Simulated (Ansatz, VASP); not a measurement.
## Two plane-wave programs on Ca

```
Ca
1.0
     3.85796    0.00000    0.00000
    -1.92898    3.34109    0.00000
     0.00000    0.00000   32.60000
Ca
5
Direct
  0.83333 0.16667 0.30675
  0.16667 0.83333 0.40337
  0.50000 0.50000 0.50000
  0.83333 0.16667 0.59663
  0.16667 0.83333 0.69325
```

Alike in both runs: task single point; functional PBEsol; k mesh 11 × 11 × 1; occupations fermi-dirac, width 0.1 eV; no spin polarisation.

|  | VASP | Ansatz |
| --- | --- | --- |
| version | VASP 6.6.1 | Ansatz 0.2.0 |
| potentials or method | VASP PAW PBE potentials, release 64 (Ca_sv) | PAW with Ansatz's default frozen-core files, scalar-relativistic |
| plane-wave cutoff (eV) | 520 | 420 |
| valence electrons in the cell | 50 | 50 |

```tsv
	VASP	Ansatz	Ansatz less VASP
rms of the force components (eV/Å)	0.037	0.038	+0.0011
```

VASP's potentials were made for PBE, not for PBEsol. Atom by atom the forces differ by 0.001 eV/Å (rms over components).
